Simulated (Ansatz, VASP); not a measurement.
# Sn in VASP and in Ansatz

```xyz
2
Lattice="0.0000 3.1807 3.2456 3.1807 0.0000 3.2456 3.1807 3.1807 0.0000" Properties=species:S:1:pos:R:3 pbc="T T T"
Sn    3.1807    3.1807    3.2456
Sn    4.7710    4.7710    4.8684
```

Change from the starting cell: equal xx and yy strain of -2 %, crystal datasets.

Alike in both runs: task electric field gradients; functional PBE; k mesh 9 × 9 × 9; occupations fermi-dirac, width 0.03 eV; no spin polarisation.

|  | VASP | Ansatz |
| --- | --- | --- |
| version | VASP 6.6.1 | Ansatz 0.2.0 |
| potentials or method | VASP PAW PBE potentials, release 64 (Sn_d), cutoff 520 eV | all-electron PAW with datasets made for the crystal, scalar-relativistic |

|  | VASP | Ansatz | Ansatz less VASP |
| --- | --- | --- | --- |
| pressure (GPa) | 5.4 | 5.4 | +0.06 |
| traceless stress, the component that is largest in VASP (GPa) | -0.41 | -0.41 | +0.001 |
| size of Vzz on the site where it differs most (V/Å²) | 2.1 | 2.4 | +0.28 |

Ansatz ran all-electron here, and VASP with PAW potentials.
